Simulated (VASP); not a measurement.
A run of VASP 6.6.1 is set up as follows.

POSCAR

```
CuCl
1.0
    0.0000000000      2.7190033884      2.7190033884
    2.7190033884      0.0000000000      2.7190033884
    2.7190033884      2.7190033884      0.0000000000
Cu Cl
1 1
Direct
    0.0000000000      0.0000000000      0.0000000000
    0.2500000000      0.2500000000      0.2500000000
```

Contents of INCAR.step1:

```
SYSTEM = CuCl
  ALGO = Normal
  EDIFF = 1E-5
  ENCUT = 520
  GGA = PE
  GGA_COMPAT = .FALSE.
  ISIF = 2
  ISMEAR = -1
  LASPH = .TRUE.
  LCHARG = .FALSE.
  LREAL = .FALSE.
  LWAVE = .TRUE.
  NBANDS = 16
  NELM = 120
  PREC = Accurate
  SIGMA = 0.05
```

The input INCAR.step2:

```
SYSTEM = CuCl
  ALGO = Normal
  EDIFF = 1E-6
  ENCUT = 520
  GGA = PE
  GGA_COMPAT = .FALSE.
  HFSCREEN = 0.2079
  ISIF = 2
  ISMEAR = -1
  ISTART = 1
  LASPH = .TRUE.
  LCHARG = .FALSE.
  LHFCALC = .TRUE.
  LREAL = .FALSE.
  LWAVE = .FALSE.
  NBANDS = 16
  NELM = 120
  PREC = Accurate
  PRECFOCK = Normal
  SIGMA = 0.05
```

The input KPOINTS:

```
k-points
0
G
  4 4 4
  0 0 0
```

Potentials or basis: VASP PAW PBE potentials, release 64 (Cu, Cl).

Run with:

```sh
$ cat potpaw_PBE.64/Cu/POTCAR potpaw_PBE.64/Cl/POTCAR > POTCAR
$ cp INCAR.step1 INCAR
$ mpirun -np 1 vasp_std > vasp.out
$ cp INCAR.step2 INCAR
$ mpirun -np 1 vasp_std > vasp.out
```

(1) What does it give for the pressure?

(2) What does it give for the band gap on the k mesh?

## Answers

(1) 0.0 GPa.

(2) 2.32 eV.

Caveat: the k points lie up to 0.50 Å⁻¹ apart; the PAW data sets were made with another functional, which shifts forces and pressure a little.
